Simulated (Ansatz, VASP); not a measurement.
# HfS2 in VASP and in Ansatz

```
Hf S
1.0
     3.63030    0.00000    0.00000
    -1.81515    3.14393    0.00000
     0.00000    0.00000    5.87836
Hf S
1 2
Direct
  0.00000 0.00000 0.00000
  0.33333 0.66667 0.24463
  0.66667 0.33333 0.75537
```

Alike in both runs: task single point; functional HSE06; k mesh 6 × 6 × 4; no spin polarisation.

```csv
,VASP,Ansatz
version,VASP 6.6.1,Ansatz 0.2.0
potentials or method,"VASP PAW PBE potentials, release 64 (Hf_pv, S)","plane waves, PAW"
plane-wave cutoff (eV),400,420
occupations,"gaussian, width 0.01 eV",fixed
valence electrons in the cell,22,38
```

Ansatz gave:

- gap on the k mesh at the Fermi level (eV): 1.87
- pressure (GPa): 1.3
- traceless stress, the component that is largest in VASP (GPa): 0.17
- rms of the force components (eV/Å): 0.028

Which values does VASP return?

gap on the k mesh at the Fermi level (eV): 1.85; pressure (GPa): -0.1; traceless stress, the component that is largest in VASP (GPa): 0.44; rms of the force components (eV/Å): 0.094.

Atom by atom the forces differ by 0.067 eV/Å (rms over components). VASP's potentials hold 22 valence electrons a cell and Ansatz's 38, so a difference there can come from the potentials and not from the codes. Ansatz's warnings: stress exchange threshold loose, stress scf threshold loose.

Spin-orbit coupling is off throughout.
